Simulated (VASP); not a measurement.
# SnO (P1) in VASP: single point with LDA

Aim: the single point of SnO with LDA.

Program: VASP 6.6.1. These are calculated values, not measurements. Logs are shortened: lines on timing, memory, paths and dates and some standing lists are left out, and cuts for length are marked.

### 1 The cell of the first run

The typed cell holds 4 atoms: a = 3.354 Å, b = 5.890 Å, c = 3.832 Å, α = 92.34°, β = 95.85°, γ = 93.06°.

### 2 Single point, LDA (atoms moved at random and the cell strained at random)

The input, INCAR:

```
SYSTEM = SnO
PREC = Accurate
ENCUT = 520
EDIFF = 1E-7
ISMEAR = 0
SIGMA = 0.05
LREAL = .False.
LASPH = .True.
NELM = 80
ALGO = Normal
ISIF = 2
LWAVE = .False.
LCHARG = .True.
GGA = CA
LELF = .True.
LVHAR = .True.
NBANDS = 28
```

The input, KPOINTS:

```
regular mesh
0
Gamma
  8 6 6
  0 0 0
```

The input, POSCAR:

```
SnO
1.0
    3.3485751476     -0.0930069602     -0.1640595620
   -0.1572966850      5.8868647765     -0.1160759579
   -0.2064541034     -0.0863694448      3.8255368392
Sn O
2 2
Direct
    0.0058135511      0.2438957269      0.5115597481
    0.5130660317      0.7673865921      0.0119021892
   -0.0022458249      0.8940688684      0.7260482938
    0.4833662421      0.0946488126      0.2504917690
```

Potentials or basis: VASP PAW LDA potentials, release 64 (Sn_d, O).

The run is started by

```sh
> cat potpaw_LDA.64/Sn_d/POTCAR potpaw_LDA.64/O/POTCAR > POTCAR
> mpirun -np 1 vasp_std > vasp.out
```

OUTCAR:

```text
SYSTEM = SnO
   PREC = Accurate
   ENCUT = 520
   EDIFF = 1E-7
   ISMEAR = 0
   LREAL = .False.
   LASPH = .True.
   NELM = 80
   ISIF = 2
   GGA = CA

 ion  position               nearest neighbor table
   1  0.006  0.244  0.512-   4 2.06   4 2.18   3 2.25   2 3.56
   2  0.513  0.767  0.012-   4 2.11   3 2.14   3 2.17   1 3.56
   3  0.998  0.894  0.726-   2 2.14   2 2.17   1 2.25
   4  0.483  0.095  0.250-   1 2.06   2 2.11   1 2.18

  LATTYP: Found a triclinic cell.
 ALAT       =     3.8320771242
 B/A-ratio  =     1.8675754131
 C/A-ratio  =     0.8752124309
 COS(alpha) =     0.0106535604
 COS(beta)  =     0.1019978278
 COS(gamma) =     0.5690005055

  Lattice vectors:

 A1 = (   0.2064541034,   0.0863694448,  -3.8255368392)
 A2 = (   0.0491574184,   5.9732342213,  -3.9416127971)
 A3 = (   3.3485751476,  -0.0930069602,  -0.1640595620)

Analysis of symmetry for initial positions (statically):
=====================================================================
 Subroutine PRICEL returns:
 Original cell was already a primitive cell.

 Routine SETGRP: Setting up the symmetry group for a
 triclinic supercell.

 Subroutine GETGRP returns: Found  1 space group operations
 (whereof  1 operations were pure point group operations)
 out of a pool of  2 trial point group operations.

The static configuration has the point symmetry C_1 .

Analysis of symmetry for dynamics (positions and initial velocities):
=====================================================================
 Subroutine PRICEL returns:
 Original cell was already a primitive cell.

 Routine SETGRP: Setting up the symmetry group for a
 triclinic supercell.

 Subroutine GETGRP returns: Found  1 space group operations
 (whereof  1 operations were pure point group operations)
 out of a pool of  2 trial point group operations.

The dynamic configuration has the point symmetry C_1 .

 Subroutine INISYM returns: Found  1 space group operations
 (whereof  1 operations are pure point group operations),
 and found     1 'primitive' translations

----------------------------------------------------------------------------------------

                                     Primitive cell

  volume of cell :      75.1179

  direct lattice vectors                    reciprocal lattice vectors
     3.348575148 -0.093006960 -0.164059562     0.299667393  0.008329685  0.016360316
    -0.157296685  5.886864777 -0.116075958     0.004925206  0.170082266  0.004105761
    -0.206454103 -0.086369445  3.825536839     0.013000790  0.005517925  0.262227418

  length of vectors
     3.353881535  5.890109742  3.832077124     0.300229229  0.170203091  0.262607476

  position of ions in fractional coordinates (direct lattice)
     0.005813551  0.243895727  0.511559748
     0.513066032  0.767386592  0.011902189
     0.997754175  0.894068868  0.726048294
     0.483366242  0.094648813  0.250491769

  ion indices of the primitive-cell ions
   primitive index   ion index
                 1           1
                 2           2
                 3           3
                 4           4

----------------------------------------------------------------------------------------

 KPOINTS: regular mesh

Automatic generation of k-mesh.
 Grid dimensions read from file:
 generate k-points for:    8    6    6

 Generating k-lattice:

  Cartesian coordinates                     Fractional coordinates (reciprocal lattice)
     0.037458424  0.001041211  0.002045040     0.125000000  0.000000000  0.000000000
     0.000820868  0.028347044  0.000684293     0.000000000  0.166666667  0.000000000
     0.002166798  0.000919654  0.043704570     0.000000000  0.000000000  0.166666667

  Length of vectors
     0.037528654  0.028367182  0.043767913

  Shift w.r.t. Gamma in fractional coordinates (k-lattice)
     0.000000000  0.000000000  0.000000000

 Subroutine IBZKPT returns following result:
 ===========================================

 Found    148 irreducible k-points:

 Following reciprocal coordinates:
            Coordinates               Weight
  0.000000  0.000000  0.000000      1.000000
  0.125000 -0.000000  0.000000      2.000000
  0.250000 -0.000000  0.000000      2.000000
  0.375000 -0.000000  0.000000      2.000000
  0.500000 -0.000000  0.000000      1.000000
  0.000000  0.166667 -0.000000      2.000000
[... 16 lines left out ...]
  0.125000  0.500000 -0.000000      2.000000
  0.250000  0.500000 -0.000000      2.000000
 [... further k-points ...]
   k-points           NKPTS =    148   k-points in BZ     NKDIM =    148   number of bands    NBANDS=     28
   number of dos      NEDOS =    301   number of ions     NIONS =      4
   total plane-waves  NPLWV =  40320
   dimension x,y,z NGX =    28 NGY =   48 NGZ =   30
   dimension x,y,z NGXF=    56 NGYF=   96 NGZF=   60
   ions per type =               2   2
   NGX,Y,Z   is equivalent  to a cutoff of  13.88, 13.55, 13.01 a.u.
   NGXF,Y,Z  is equivalent  to a cutoff of  27.76, 27.10, 26.03 a.u.
 SYSTEM =  SnO
   PREC   = accura    normal or accurate (medium, high low for compatibility)
   ISTART =      0    job   : 0-new  1-cont  2-samecut
   ICHARG =      2    charge: 1-file 2-atom 10-const
   ISPIN  =      1    spin polarized calculation?
   LNONCOLLINEAR =      F non collinear calculations
   LSORBIT =      F    spin-orbit coupling
   LASPH  =      T    aspherical Exc in radial PAW
   ENCUT  =  520.0 eV  38.22 Ry    6.18 a.u.   6.24 10.95  7.13*2*pi/ulx,y,z
   NELM   =     80;   NELMIN=  2; NELMDL= -5     # of ELM steps
   EDIFF  = 0.1E-06   stopping-criterion for ELM
   LREAL  =      F    real-space projection
   EDIFFG = 0.1E-05   stopping-criterion for IOM
   NSW    =      0    number of steps for IOM
   IBRION =     -1    ionic relax: 0-MD 1-quasi-New 2-CG
   NFREE  =      0    steps in history (QN), initial steepest desc. (CG)
   ISIF   =      2    stress and relaxation
   ISYM   =      2    0-nonsym 1-usesym 2-fastsym
   POTIM  = 0.5000    time-step for ionic-motion
   TEBEG  =    0.0;   TEEND  =   0.0 temperature during run
   PSTRESS=    0.0 pullay stress
   NELECT =      40.0000    total number of electrons
   NUPDOWN=      -1.0000    fix difference up-down
   EMIN   =  10.00;   EMAX   =-10.00  energy-range for DOS
   EFERMI =   0.00;   METHOD = LEGACY
   ISMEAR =     0;   SIGMA  =   0.05  broadening in eV -4-tet -1-fermi 0-gaus
   EFERMI_NEDOS =   21; number of points for ismear=-14 and -15
   IALGO  =     38    algorithm
   IMIX   =      4    mixing-type and parameters
     AMIX     =   0.40;   BMIX     =  1.00
     AMIX_MAG =   1.60;   BMIX_MAG =  1.00
  volume/ion in A,a.u.               =      18.78       126.73
  Fermi-wavevector in a.u.,A,eV,Ry     =   1.326927  2.507528 23.956251  1.760735
  Thomas-Fermi vector in A             =   2.456277
   LORBIT       =      0    0 simple, 1 ext, 2 COOP (PROOUT), +10 PAW based schemes
   GGA     = CA    functional components
   LHFCALC =     F    Hartree Fock is set to
   AEXX    =    0.0000 exact exchange contribution
   IVDW    =     0    specifies the selected vdW correction
   LEPSILON=     F    determine dielectric tensor
   LRPA    =     F    only Hartree local field effects (RPA)
 non-spin polarized calculation
 Gauss-broadening in eV      SIGMA  =   0.05
  energy-cutoff  :      520.00
  volume of cell :       75.12
 maximum number of plane-waves:      2046
 NGX is ok and might be reduce to    28
   NGX = 13   NGY = 21   NGZ = 15

 number of electron      39.9999999 magnetization

 Free energy of the ion-electron system (eV)
  ---------------------------------------------------
  ext. energy  EPLUGINS =         0.00000000
  ---------------------------------------------------
  free energy    TOTEN  =       -25.02899082 eV

  energy without entropy =      -25.02899082  energy(sigma->0) =      -25.02899082

 E-fermi :   5.6328     XC(G=0): -10.3299

 val. band max:        5.4314065804   @ k =   0.0000   0.0000   0.0000
 cond. band min:       6.6256269451   @ k =   0.5000   0.0000   0.5000
 fundamental gap:      1.1942203647
 Fermi energy:         5.6328435290

 k-point     1 :       0.0000    0.0000    0.0000
  band No.  band energies     occupation
      1     -15.9189      2.00000
      2     -15.6110      2.00000
      3     -15.5661      2.00000
      4     -15.4828      2.00000
      5     -15.4683      2.00000
      6     -15.4458      2.00000
[... 20 lines left out ...]
     27      13.8524      0.00000
     28      14.9756      0.00000

 k-point     2 :       0.1250   -0.0000    0.0000
  band No.  band energies     occupation
      1     -15.9164      2.00000
      2     -15.6035      2.00000
      3     -15.5834      2.00000
      4     -15.4781      2.00000
      5     -15.4660      2.00000
      6     -15.4506      2.00000
[... 20 lines left out ...]
     27      14.0118      0.00000
     28      15.1161      0.00000

 k-point     3 :       0.2500   -0.0000    0.0000
  band No.  band energies     occupation
      1     -15.9329      2.00000
      2     -15.6292      2.00000
      3     -15.5808      2.00000
      4     -15.4998      2.00000
      5     -15.4542      2.00000
      6     -15.4397      2.00000
[... 20 lines left out ...]
     27      14.0183      0.00000
     28      15.2894      0.00000

 k-point     4 :       0.3750   -0.0000    0.0000
  band No.  band energies     occupation
      1     -15.9757      2.00000
      2     -15.6704      2.00000
      3     -15.5655      2.00000
      4     -15.5208      2.00000
      5     -15.4685      2.00000
      6     -15.4065      2.00000
[... 578 lines left out ...]
     27      14.4545      0.00000
     28      15.7058      0.00000

 k-point    23 :       0.1250    0.5000   -0.0000
  band No.  band energies     occupation
      1     -15.9117      2.00000
      2     -15.6026      2.00000
      3     -15.5815      2.00000
      4     -15.4801      2.00000
      5     -15.4664      2.00000
      6     -15.4480      2.00000
[... 20 lines left out ...]
     27      13.8391      0.00000
     28      16.1917      0.00000

 k-point    24 :       0.2500    0.5000   -0.0000
  band No.  band energies     occupation
      1     -15.9345      2.00000
      2     -15.6281      2.00000
      3     -15.5809      2.00000
      4     -15.5026      2.00000
      5     -15.4531      2.00000
      6     -15.4385      2.00000
[... 20 lines left out ...]
     27      14.0452      0.00000
     28      15.5476      0.00000

 [... further k-points ...]
[... 5 lines left out ...]
  --------------------------------------------------------------------------------------
  -------------------------------------------------------------------------------------
  Total       -1.3522824     -2.6723613     -0.6525139      1.1159364      1.2147992      1.7003917
  in kB      -28.8425997    -56.9983352    -13.9173569     23.8016167     25.9102432     36.2673636
  external PRESSURE =     -33.2527639 kB  Pullay stress =       0.0000000 kB

 VOLUME and BASIS-vectors are now :
 -----------------------------------------------------------------------------
  energy-cutoff  :      520.00
  volume of cell :       75.12
      direct lattice vectors                 reciprocal lattice vectors
     3.348575148 -0.093006960 -0.164059562     0.299667393  0.008329685  0.016360316
    -0.157296685  5.886864777 -0.116075958     0.004925206  0.170082266  0.004105761
    -0.206454103 -0.086369445  3.825536839     0.013000790  0.005517925  0.262227418

 POSITION                                       TOTAL-FORCE (eV/Angst)
 -----------------------------------------------------------------------------------
     -0.12451      1.39106      1.92773         0.489478     -1.133919      0.383267
      1.59488      4.46875     -0.12772        -0.026446      0.427488     -0.270381
      3.05053      5.10776      2.51005        -0.376105      0.160196      0.007954
      1.55199      0.49059      0.86798        -0.086927      0.546236     -0.120841
 -----------------------------------------------------------------------------------
    total drift:                                0.000242     -0.000091      0.000667

  FREE ENERGIE OF THE ION-ELECTRON SYSTEM (eV)
  ---------------------------------------------------
  free  energy   TOTEN  =       -25.0289908157 eV

  energy  without entropy=      -25.0289908157  energy(sigma->0) =      -25.02899082
```

Wall time 5.4 min (1 thread of AMD EPYC 9R45 (Zen 5), shared host); peak memory 0.32 GiB.

What came out:

- Free energy: -25.0290 eV
- Pressure: -3.3 GPa
- Largest force: 1.293 eV/Å
- Band gap on the k mesh: 1.19 eV, indirect (least direct gap 2.07 eV)

Forces in eV/Å, atoms in the order of the input:
```
Sn   0.489 -1.134  0.383
Sn  -0.026  0.427 -0.270
O   -0.376  0.160  0.008
O   -0.087  0.546 -0.121
```

Levels at points of the mesh, in eV from the valence-band top:
```csv
k point,band 17,band 18,band 19,band 20,band 21,band 22,band 23,band 24
"(0.00, 0.00, 0.00)",-3.73,-2.77,-1.95,0.00,2.71,3.01,5.78,6.26
"(0.50, 0.00, 0.00)",-2.88,-2.51,-1.91,-1.30,2.47,2.57,5.26,5.66
"(0.00, 0.50, 0.00)",-3.91,-2.79,-1.88,-1.74,3.37,4.28,4.70,5.35
"(0.50, 0.50, 0.00)",-2.84,-2.51,-1.75,-1.24,1.71,2.04,5.99,6.56
"(0.00, 0.00, 0.50)",-3.65,-3.16,-1.89,-1.45,1.79,2.28,5.07,5.39
"(0.50, 0.00, 0.50)",-3.67,-3.10,-1.57,-0.87,1.19,2.10,3.80,4.53
"(0.00, 0.50, 0.50)",-3.19,-2.89,-1.78,-1.63,1.34,1.81,5.02,5.81
"(0.50, 0.50, 0.50)",-3.98,-3.23,-0.74,-0.61,1.72,2.49,3.37,3.80
```

Caveat: the cell differs from its parent crystal (atoms moved at random and the cell strained at random); spin-orbit coupling is left out, which moves the levels of the heavy elements; forces of over 1 eV/Å act on the atoms, so gaps and moduli don't describe the material at rest. A k mesh can miss the band edges.
